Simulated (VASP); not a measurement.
# AlNi in VASP: further runs

The runs below take AlNi through single point, with PBEsol.

Program: VASP 6.6.1. These are calculated values, not measurements. Logs are shortened: lines on timing, memory, paths and dates and some standing lists are left out, and cuts for length are marked.

**1. The cell of the first run**

The cell holds a slab with vacuum, 12 atoms: a = 2.862 Å, b = 4.048 Å, c = 25.119 Å, α = 90.00°, β = 90.00°, γ = 90.00°.

**2. Single point, PBEsol**

INCAR reads:

```
SYSTEM = AlNi
PREC = Accurate
ENCUT = 520
EDIFF = 1E-6
ISMEAR = 0
SIGMA = 0.1
LREAL = .False.
LASPH = .True.
NELM = 80
ALGO = Fast
ISIF = 2
LWAVE = .False.
LCHARG = .False.
LDIPOL = .True.
IDIPOL = 3
DIPOL = 0.5 0.5 0.500
GGA = PS
NBANDS = 51
```

KPOINTS reads:

```
Automatic mesh
0
Gamma
  12 9 1
  0 0 0
```

POSCAR reads:

```
AlNi
1.0
    2.8621655562      0.0000000000      0.0000000000
    0.0000000000      4.0477133473      0.0000000000
    0.0000000000      0.0000000000     25.1192833684
Al Ni
6 6
Direct
    0.0000000000      0.5000000000      0.2985753968
    0.0000000000      0.0000000000      0.3791452381
    0.0000000000      0.5000000000      0.4597150794
    0.0000000000      0.0000000000      0.5402849206
    0.0000000000      0.5000000000      0.6208547619
    0.0000000000      0.0000000000      0.7014246032
    0.5000000000      0.0000000000      0.2985753968
    0.5000000000      0.5000000000      0.3791452381
    0.5000000000      0.0000000000      0.4597150794
    0.5000000000      0.5000000000      0.5402849206
    0.5000000000      0.0000000000      0.6208547619
    0.5000000000      0.5000000000      0.7014246032
```

Potentials or basis: VASP PAW PBE potentials, release 64 (Al, Ni).

Run with:

```bash
$ cat potpaw_PBE.64/Al/POTCAR potpaw_PBE.64/Ni/POTCAR > POTCAR
$ mpirun -np 1 vasp_std > vasp.out
```

OUTCAR:

```text
SYSTEM = AlNi
   PREC = Accurate
   ENCUT = 520
   EDIFF = 1E-6
   ISMEAR = 0
   LREAL = .False.
   LASPH = .True.
   NELM = 80
   ISIF = 2
   GGA = PS

 ion  position               nearest neighbor table
   1  0.000  0.500  0.299-   7 2.48   7 2.48   7 2.48   7 2.48   8 2.48   8 2.48   2 2.86   2 2.86

   2  0.000  0.000  0.379-   8 2.48   8 2.48   8 2.48   8 2.48   9 2.48   9 2.48   7 2.48   7 2.48
                             3 2.86   3 2.86   1 2.86   1 2.86
   3  0.000  0.500  0.460-  10 2.48  10 2.48   9 2.48   9 2.48   9 2.48   9 2.48   8 2.48   8 2.48
                             4 2.86   4 2.86   2 2.86   2 2.86
   4  0.000  0.000  0.540-   9 2.48   9 2.48  10 2.48  10 2.48  10 2.48  10 2.48  11 2.48  11 2.48
                             3 2.86   3 2.86   5 2.86   5 2.86
   5  0.000  0.500  0.621-  11 2.48  11 2.48  11 2.48  11 2.48  10 2.48  10 2.48  12 2.48  12 2.48
                             4 2.86   4 2.86   6 2.86   6 2.86
   6  0.000  0.000  0.701-  12 2.48  12 2.48  12 2.48  12 2.48  11 2.48  11 2.48   5 2.86   5 2.86

   7  0.500  0.000  0.299-   1 2.48   1 2.48   1 2.48   1 2.48   2 2.48   2 2.48   8 2.86   8 2.86

   8  0.500  0.500  0.379-   2 2.48   2 2.48   2 2.48   2 2.48   3 2.48   3 2.48   1 2.48   1 2.48
                             9 2.86   9 2.86   7 2.86   7 2.86
   9  0.500  0.000  0.460-   4 2.48   4 2.48   3 2.48   3 2.48   3 2.48   3 2.48   2 2.48   2 2.48
                            10 2.86  10 2.86   8 2.86   8 2.86
  10  0.500  0.500  0.540-   3 2.48   3 2.48   4 2.48   4 2.48   4 2.48   4 2.48   5 2.48   5 2.48
                             9 2.86   9 2.86  11 2.86  11 2.86
  11  0.500  0.000  0.621-   5 2.48   5 2.48   5 2.48   5 2.48   4 2.48   4 2.48   6 2.48   6 2.48
                            10 2.86  10 2.86  12 2.86  12 2.86
  12  0.500  0.500  0.701-   6 2.48   6 2.48   6 2.48   6 2.48   5 2.48   5 2.48  11 2.86  11 2.86

  LATTYP: Found a simple orthorhombic cell.
 ALAT       =     2.8621655562
 B/A-ratio  =     1.4142135624
 C/A-ratio  =     8.7763208924

  Lattice vectors:

 A1 = (   2.8621655562,   0.0000000000,   0.0000000000)
 A2 = (   0.0000000000,   4.0477133473,   0.0000000000)
 A3 = (   0.0000000000,   0.0000000000,  25.1192833684)

Analysis of symmetry for initial positions (statically):
=====================================================================
 Subroutine PRICEL returns:
 Original cell was already a primitive cell.

 Routine SETGRP: Setting up the symmetry group for a
 simple orthorhombic supercell.

 Subroutine GETGRP returns: Found  8 space group operations
 (whereof  4 operations were pure point group operations)
 out of a pool of  8 trial point group operations.

The static configuration has the point symmetry C_2v.
 The point group associated with its full space group is D_2h.

Analysis of symmetry for dynamics (positions and initial velocities):
=====================================================================
 Subroutine PRICEL returns:
 Original cell was already a primitive cell.

 Routine SETGRP: Setting up the symmetry group for a
 simple orthorhombic supercell.

 Subroutine GETGRP returns: Found  8 space group operations
 (whereof  4 operations were pure point group operations)
 out of a pool of  8 trial point group operations.

The dynamic configuration has the point symmetry C_2v.
 The point group associated with its full space group is D_2h.

 Subroutine INISYM returns: Found  8 space group operations
 (whereof  4 operations are pure point group operations),
 and found     1 'primitive' translations

----------------------------------------------------------------------------------------

                                     Primitive cell

  volume of cell :     291.0126

  direct lattice vectors                    reciprocal lattice vectors
     2.862165556  0.000000000  0.000000000     0.349385799  0.000000000  0.000000000
     0.000000000  4.047713347  0.000000000     0.000000000  0.247053068  0.000000000
     0.000000000  0.000000000 25.119283368     0.000000000  0.000000000  0.039810053

  length of vectors
     2.862165556  4.047713347 25.119283368     0.349385799  0.247053068  0.039810053

  position of ions in fractional coordinates (direct lattice)
     0.000000000  0.500000000  0.298575397
[... 46 lines left out ...]
     0.000000000  0.000000000  0.000000000

 Subroutine IBZKPT returns following result:
 ===========================================

 Found     35 irreducible k-points:

 Following reciprocal coordinates:
            Coordinates               Weight
  0.000000  0.000000  0.000000      1.000000
  0.083333  0.000000  0.000000      2.000000
  0.166667  0.000000  0.000000      2.000000
  0.250000  0.000000  0.000000      2.000000
  0.333333  0.000000  0.000000      2.000000
  0.416667  0.000000  0.000000      2.000000
[... 16 lines left out ...]
  0.083333  0.333333  0.000000      4.000000
  0.166667  0.333333  0.000000      4.000000
 [... further k-points ...]
   k-points           NKPTS =     35   k-points in BZ     NKDIM =     35   number of bands    NBANDS=     51
   number of dos      NEDOS =    301   number of ions     NIONS =     12
   total plane-waves  NPLWV = 138240
   dimension x,y,z NGX =    24 NGY =   30 NGZ =  192
   dimension x,y,z NGXF=    48 NGYF=   60 NGZF=  384
   ions per type =               6   6
   NGX,Y,Z   is equivalent  to a cutoff of  13.94, 12.32, 12.71 a.u.
   NGXF,Y,Z  is equivalent  to a cutoff of  27.88, 24.64, 25.41 a.u.
 SYSTEM =  AlNi
   PREC   = accura    normal or accurate (medium, high low for compatibility)
   ISTART =      0    job   : 0-new  1-cont  2-samecut
   ICHARG =      2    charge: 1-file 2-atom 10-const
   ISPIN  =      1    spin polarized calculation?
   LNONCOLLINEAR =      F non collinear calculations
   LSORBIT =      F    spin-orbit coupling
   LASPH  =      T    aspherical Exc in radial PAW
   ENCUT  =  520.0 eV  38.22 Ry    6.18 a.u.   5.32  7.53 46.71*2*pi/ulx,y,z
   NELM   =     80;   NELMIN=  2; NELMDL= -5     # of ELM steps
   EDIFF  = 0.1E-05   stopping-criterion for ELM
   LREAL  =      F    real-space projection
   EDIFFG = 0.1E-04   stopping-criterion for IOM
   NSW    =      0    number of steps for IOM
   IBRION =     -1    ionic relax: 0-MD 1-quasi-New 2-CG
   NFREE  =      0    steps in history (QN), initial steepest desc. (CG)
   ISIF   =      2    stress and relaxation
   ISYM   =      2    0-nonsym 1-usesym 2-fastsym
   POTIM  = 0.5000    time-step for ionic-motion
   TEBEG  =    0.0;   TEEND  =   0.0 temperature during run
   PSTRESS=    0.0 pullay stress
   NELECT =      78.0000    total number of electrons
   NUPDOWN=      -1.0000    fix difference up-down
   EMIN   =  10.00;   EMAX   =-10.00  energy-range for DOS
   EFERMI =   0.00;   METHOD = LEGACY
   ISMEAR =     0;   SIGMA  =   0.10  broadening in eV -4-tet -1-fermi 0-gaus
   EFERMI_NEDOS =   21; number of points for ismear=-14 and -15
   IALGO  =     68    algorithm
   IMIX   =      4    mixing-type and parameters
     AMIX     =   0.40;   BMIX     =  1.00
     AMIX_MAG =   1.60;   BMIX_MAG =  1.00
  volume/ion in A,a.u.               =      24.25       163.65
  Fermi-wavevector in a.u.,A,eV,Ry     =   1.055526  1.994656 15.158741  1.114136
  Thomas-Fermi vector in A             =   2.190728
   LORBIT       =      0    0 simple, 1 ext, 2 COOP (PROOUT), +10 PAW based schemes
   GGA     = PS    functional components
   LHFCALC =     F    Hartree Fock is set to
   AEXX    =    0.0000 exact exchange contribution
   IVDW    =     0    specifies the selected vdW correction
   LEPSILON=     F    determine dielectric tensor
   LRPA    =     F    only Hartree local field effects (RPA)
 non-spin polarized calculation
 RMM-DIIS sequential band-by-band and
 Gauss-broadening in eV      SIGMA  =   0.10
  energy-cutoff  :      520.00
  volume of cell :      291.01
 maximum number of plane-waves:      7879
 NGX is ok and might be reduce to    24
   NGX = 11   NGY = 15   NGZ = 93

 dipolmoment           0.000000      0.000000      0.000000 electrons x Angstroem

 number of electron      78.0000015 magnetization

 dipolmoment           0.000000      0.000000     -0.000000 electrons x Angstroem

 Free energy of the ion-electron system (eV)
  ---------------------------------------------------
  ext. energy  EPLUGINS =         0.00000000
  ---------------------------------------------------
  free energy    TOTEN  =       -66.79485653 eV

  energy without entropy =      -66.77062249  energy(sigma->0) =      -66.78273951

 E-fermi :   2.3834     XC(G=0):  -6.7248

 val. band max:        2.3569391156   @ k =   0.4167   0.1111   0.0000
 cond. band min:       2.3918672367   @ k =   0.3333   0.1111   0.0000
 fundamental gap:      0.0349281211
 Fermi energy:         2.3833829906

 k-point     1 :       0.0000    0.0000    0.0000
  band No.  band energies     occupation
      1      -8.6647      2.00000
      2      -7.9316      2.00000
      3      -6.8380      2.00000
      4      -5.4572      2.00000
      5      -3.9559      2.00000
      6      -3.0745      2.00000
[... 1285 lines left out ...]
     50       8.4271      0.00000
     51       8.5029      0.00000

 [... further k-points ...]

------------------------ aborting loop because EDIFF is reached ----------------------------------------

 vacuum level on the upper side and lower side of the slab       (xc-potential included)        -0.122        -0.122

  FORCE on cell =-STRESS in cart. coord.  units (eV):
  Direction    XX          YY          ZZ          XY          YZ          ZX
  --------------------------------------------------------------------------------------
  -------------------------------------------------------------------------------------
  Total       -5.0308046     -3.7192870     -0.7131376      0.0000000      0.0000000      0.0000000
  in kB      -27.6972266    -20.4766321     -3.9261976      0.0000000      0.0000000      0.0000000
  external PRESSURE =     -17.3666854 kB  Pullay stress =       0.0000000 kB

 VOLUME and BASIS-vectors are now :
 -----------------------------------------------------------------------------
  energy-cutoff  :      520.00
  volume of cell :      291.01
      direct lattice vectors                 reciprocal lattice vectors
     2.862165556  0.000000000  0.000000000     0.349385799  0.000000000  0.000000000
     0.000000000  4.047713347  0.000000000     0.000000000  0.247053068  0.000000000
     0.000000000  0.000000000 25.119283368     0.000000000  0.000000000  0.039810053

 POSITION                                       TOTAL-FORCE (eV/Angst)
 -----------------------------------------------------------------------------------
      0.00000      2.02386      7.50000         0.000000      0.000000     -0.518627
      0.00000      0.00000      9.52386         0.000000      0.000000     -0.388259
      0.00000      2.02386     11.54771         0.000000      0.000000     -0.020875
      0.00000      0.00000     13.57157         0.000000      0.000000      0.020875
      0.00000      2.02386     15.59543         0.000000      0.000000      0.388259
      0.00000      0.00000     17.61928         0.000000      0.000000      0.518627
      1.43108      0.00000      7.50000         0.000000      0.000000      0.671799
      1.43108      2.02386      9.52386         0.000000      0.000000      0.265480
      1.43108      0.00000     11.54771         0.000000      0.000000     -0.034707
      1.43108      2.02386     13.57157         0.000000      0.000000      0.034707
      1.43108      0.00000     15.59543         0.000000      0.000000     -0.265480
      1.43108      2.02386     17.61928         0.000000      0.000000     -0.671799
 -----------------------------------------------------------------------------------
    total drift:                                0.000000      0.000000      0.000000

  FREE ENERGIE OF THE ION-ELECTRON SYSTEM (eV)
  ---------------------------------------------------
  free  energy   TOTEN  =       -66.7948565280 eV

  energy  without entropy=      -66.7706224899  energy(sigma->0) =      -66.78273951

 vacuum level on the upper side and lower side of the slab         7.270         7.270
```

Run time: 22 min. Hardware: 1 thread of Intel Xeon Platinum 8259CL at 2.50GHz (Skylake/Cascade Lake), shared host; peak memory 0.59 GiB.

What came out:

* Free energy: -66.7949 eV
* Largest force: 0.672 eV/Å
* Band gap on the k mesh: zero (bands 39 and 40 overlap by 1.52 eV)

Forces in eV/Å, atoms in the order of the input:
```
Al   0.000  0.000 -0.519
Al   0.000  0.000 -0.388
Al   0.000  0.000 -0.021
Al   0.000  0.000  0.021
Al   0.000  0.000  0.388
Al   0.000  0.000  0.519
Ni   0.000  0.000  0.672
Ni   0.000  0.000  0.265
Ni   0.000  0.000 -0.035
Ni   0.000  0.000  0.035
Ni   0.000  0.000 -0.265
Ni   0.000  0.000 -0.672
```

Caveat: the PAW data sets were made with another functional, which shifts forces and pressure a little. Spin polarisation is off, so any magnetic state and its effect on volume and gap are missing.

**3. Single point, PBEsol**

INCAR reads:

```
  PREC = Accurate
  ENCUT = 520
  EDIFF = 1E-7
  ISMEAR = 0
  SIGMA = 0.1
  LREAL = False
  LASPH = True
  NELM = 60
  ALGO = Fast
  ISIF = 2
  LWAVE = False
  LCHARG = True
  LDIPOL = True
  IDIPOL = 3
  DIPOL = 0.5 0.5 0.500
  GGA = PS
  LELF = True
  LVHAR = True
  LVACPOTAV = True
  NBANDS = 51
```

KPOINTS reads:

```
regular mesh
0
Gamma
  12 9 1
```

POSCAR reads:

```
AlNi
1.0
    2.8621655562      0.0000000000      0.0000000000
    0.0000000000      4.0477133473      0.0000000000
    0.0000000000      0.0000000000     25.1192833684
Al Ni
6 6
Direct
    0.0000000000      0.5000000000      0.2951704222
    0.0000000000      0.0000000000      0.3789409931
    0.0000000000      0.5000000000      0.4598435199
    0.0000000000      0.0000000000      0.5401562584
    0.0000000000      0.5000000000      0.6210589370
    0.0000000000      0.0000000000      0.7048298471
    0.5000000000      0.0000000000      0.3027811927
    0.5000000000      0.5000000000      0.3796772474
    0.5000000000      0.0000000000      0.4592020168
    0.5000000000      0.5000000000      0.5407974808
    0.5000000000      0.0000000000      0.6203230080
    0.5000000000      0.5000000000      0.6972190766
```

Potentials or basis: VASP PAW PBE potentials, release 64 (Al, Ni).

Run with:

```bash
$ cat potpaw_PBE.64/Al/POTCAR potpaw_PBE.64/Ni/POTCAR > POTCAR
$ mpirun -np 1 vasp_std > vasp.out
```

Run time: 20 min. Hardware: 1 thread of Intel Xeon Platinum 8259CL at 2.50GHz (Skylake/Cascade Lake), shared host; peak memory 0.58 GiB.

It converged, with:

```
Free energy            : -66.9176 eV
Largest force          : 0.014 eV/Å
Band gap on the k mesh : zero (bands 39 and 40 overlap by 1.49 eV)
```

Forces in eV/Å, atoms in the order of the input:
```
Al   0.000  0.000  0.013
Al   0.000  0.000 -0.008
Al   0.000  0.000  0.004
Al   0.000  0.000 -0.004
Al   0.000  0.000  0.008
Al   0.000  0.000 -0.013
Ni   0.000  0.000 -0.014
Ni   0.000  0.000 -0.008
Ni   0.000  0.000  0.003
Ni   0.000  0.000 -0.003
Ni   0.000  0.000  0.008
Ni   0.000  0.000  0.014
```

Levels at points of the mesh, in eV from the Fermi level:
| k point | band 36 | band 37 | band 38 | band 39 | band 40 | band 41 | band 42 | band 43 |
| --- | --- | --- | --- | --- | --- | --- | --- | --- |
| (0.00, 0.00, 0.00) | -1.29 | -1.28 | -1.21 | -0.48 | 0.51 | 1.75 | 1.95 | 2.40 |
| (0.50, 0.00, 0.00) | -0.56 | -0.38 | -0.19 | 0.21 | 0.30 | 1.38 | 1.94 | 2.39 |

Caveat: the PAW data sets were made with another functional, which shifts forces and pressure a little. Spin polarisation is off, so any magnetic state and its effect on volume and gap are missing.

The gap in the log of VASP goes by the Fermi energy; the results here count the filled bands.